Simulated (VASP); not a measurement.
Runs of VASP 6.6.1 on Cu3O. The structure is that of space group Im-3m (No. 229), or close to it. The cells are those of the table. 

```tsv
task	spin	cell	k mesh	cutoff (eV)	k mesh for the DOS	occupations for the DOS	gap on the mesh (eV)	pressure (GPa)	moment (μB)
single point	collinear, ferromagnetic start	a = 4.121 Å, angles 109.5°, 4 atoms	6 × 6 × 6	520	-	-	none	(a)	0.00
relaxation of cell and atoms	off	relaxed from a = 4.010 Å, angles 109.5°, 4 atoms	14 × 14 × 14	600	-	-	none	-0.1	-
single point	collinear, ferromagnetic start	a = 4.010 Å, angles 109.5°, 4 atoms	6 × 6 × 6	520	-	-	none	0.1	0.00
single point	off	a = 4.010 Å, angles 109.5°, 4 atoms	14 × 14 × 14	520	-	-	none	0.3	-
```

Alike in all rows: level PBE; potentials or basis VASP PAW PBE potentials, release 64 (Cu, O); smearing gaussian 0.1 eV.

Q: Fill in the values left out.

A: (a) -7.4.

Caveats: an odd number of electrons without spin polarisation forces a metal (some runs); a magnetic or distorted state may lie lower (some runs).

A gap of «none» marks levels without a gap at the run's occupations.
